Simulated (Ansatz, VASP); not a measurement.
## Two plane-wave programs on AlRu4

```xyz
10
Lattice="4.6420 0.0000 0.0000 0.0000 4.2450 0.0000 -2.3211 0.0000 6.7003" Properties=species:S:1:pos:R:3 pbc="T T T"
Al    0.7738    3.1837    1.3401
Al    1.5471    1.0613    5.3603
Ru   -0.7739    1.0613    4.0202
Ru    3.0948    3.1837    2.6801
Ru    1.5471    1.0613    2.6801
Ru   -1.5473    3.1837    5.3603
Ru    1.5472    1.0613    0.0000
Ru    0.7737    3.1837    4.0202
Ru    3.8682    1.0613    1.3401
Ru    3.0948    3.1837    0.0000
```

Alike in both runs: task relaxation of cell and atoms; functional PBE; k mesh 4 × 4 × 3; occupations gaussian, width 0.2 eV; no spin polarisation.

```csv
,VASP,Ansatz
version,VASP 6.6.1,Ansatz 0.2.0
potentials or method,"VASP PAW PBE potentials, release 64 (Al, Ru_pv), cutoff 600 eV","scalar-relativistic, plane waves, PAW"
valence electrons in the cell,118,134
```

```csv
,VASP,Ansatz,Ansatz less VASP
"gap on the k mesh at the Fermi level, each at its own relaxed structure (eV)",none,none,-
relaxed volume (Å³/atom),13.89,13.91,+0.018
relaxed cell length with the largest relative difference (Å),4.335,4.338,+0.0031
```

A gap of «none» marks a metal or a gap that the smearing closes. VASP's potentials hold 118 valence electrons a cell and Ansatz's 134, so a difference there can come from the potentials and not from the codes.

The k mesh is coarse, so the values compare programs but aren't converged.
